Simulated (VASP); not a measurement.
Crystal: MgS (Niningerite).

```
S Mg
1.0
     0.00000    2.60165    2.60165
     2.60165    0.00000    2.60165
     2.60165    2.60165    0.00000
S Mg
1 1
Direct
  0.50000 0.50000 0.50000
  0.00000 0.00000 0.00000
```

```yaml
Program: VASP 6.6.1
Task: relaxation of cell and atoms
Functional: LDA
Potentials_or_basis: VASP PAW LDA potentials, release 64 (S, Mg)
Cutoff: 600 eV
k_mesh: 9 × 9 × 9
Occupations: fermi-dirac, width 0.05 eV
Spin: no spin polarisation
```

At the start: pressure -3.8 GPa; volume 17.61 Å³/atom.

Where does the relaxation end?

Over 3 steps the energy falls by 10.6 meV/atom and the volume is 16.75 Å³/atom (-4.9 %); space group Fm-3m (No. 225, to 0.05 Å).

The path:
| step | energy change (eV) | largest force (eV/Å) | pressure (GPa) | volume (Å³) |
| --- | --- | --- | --- | --- |
| 1 | 0.0000 | 0.0000 | -3.82 | 35.22 |
| 2 | -0.0200 | 0.0000 | 1.02 | 33.12 |
| 3 | -0.0212 | 0.0000 | 0.00 | 33.51 |

Final structure:
```
S Mg
1.0
     0.00000    2.55886    2.55886
     2.55886    0.00000    2.55886
     2.55886    2.55886    0.00000
S Mg
1 1
Direct
  0.50000 0.50000 0.50000
  0.00000 0.00000 0.00000
```
